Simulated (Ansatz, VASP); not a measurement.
Two plane-wave programs on NaSrBr3

```
CELL_PARAMETERS angstrom
6.07587 0.00000 0.00000
0.00000 6.07587 0.00000
0.00000 0.00000 6.07587
ATOMIC_POSITIONS crystal
Na 0.00000 0.00000 0.00000
Sr 0.50000 0.50000 0.50000
Br 0.50000 0.50000 0.00000
Br 0.50000 0.00000 0.50000
Br 0.00000 0.50000 0.50000
```

Change from the starting cell: hydrostatic strain +2.5%.

Alike in both runs: task single point; functional r2SCAN; k mesh 4 × 4 × 4; no spin polarisation.

|  | VASP | Ansatz |
| --- | --- | --- |
| version | VASP 6.6.1 | Ansatz 0.2.0 |
| potentials or method | VASP PAW PBE potentials, release 64 (Na_pv, Sr_sv, Br) | plane waves, PAW |
| plane-wave cutoff (eV) | 520 | 500 |
| occupations | gaussian, width 0.01 eV | fixed |
| valence electrons in the cell | 38 | 40 |

VASP gave:

| Item | Value |
| --- | --- |
| gap on the k mesh at the Fermi level (eV) | 3.68 |
| pressure (GPa) | -1.1 |

Task: Which values does Ansatz return?

Result: gap on the k mesh at the Fermi level (eV): 3.68; pressure (GPa): -1.2.

VASP's potentials were made for PBE, not for r2SCAN. VASP's potentials hold 38 valence electrons a cell and Ansatz's 40, so a difference there can come from the potentials and not from the codes.
